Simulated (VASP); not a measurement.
A run of VASP 6.6.1 is set up as follows.

File INCAR:

```
SYSTEM = CoSi
ALGO = Normal ; EDIFF = 1E-6
ENCUT = 520 ; GGA = PE
ISIF = 2 ; ISMEAR = 0
LASPH = .True. ; LCHARG = .True.
LELF = .True. ; LREAL = .False.
LVHAR = .True. ; LWAVE = .False.
NBANDS = 36 ; NELM = 80
PREC = Accurate ; SIGMA = 0.05
```

Contents of KPOINTS:

```
k-points
0
Gamma
  8 8 8
  0 0 0
```

File POSCAR:

```
CoSi
1.0
    4.4380000000      0.0000000000      0.0000000000
    0.0000000000      4.4380000000      0.0000000000
    0.0000000000      0.0000000000      4.4380000000
Co Si
4 4
Direct
    0.1450289809      0.1450289809      0.1450289809
    0.3549710191      0.8549710191      0.6450289809
    0.6450289809      0.3549710191      0.8549710191
    0.8549710191      0.6450289809      0.3549710191
    0.8431659221      0.8431659221      0.8431659221
    0.6568340779      0.1568340779      0.3431659221
    0.3431659221      0.6568340779      0.1568340779
    0.1568340779      0.3431659221      0.6568340779
```

Potentials or basis: VASP PAW PBE potentials, release 64 (Co, Si).

Run with:

```console
$ cat potpaw_PBE.64/Co/POTCAR potpaw_PBE.64/Si/POTCAR > POTCAR
$ mpirun -np 1 vasp_std > vasp.out
```

(1) Estimate the largest force.

(2) Predict the pressure.

(3) Estimate the band gap on the k mesh.

## Answers

(1) 0.009 eV/Å.

(2) -1.2 GPa.

(3) zero (bands 26 and 27 overlap by 0.21 eV).

Caveat: the run has no spin polarisation, though such a crystal can be magnetic.
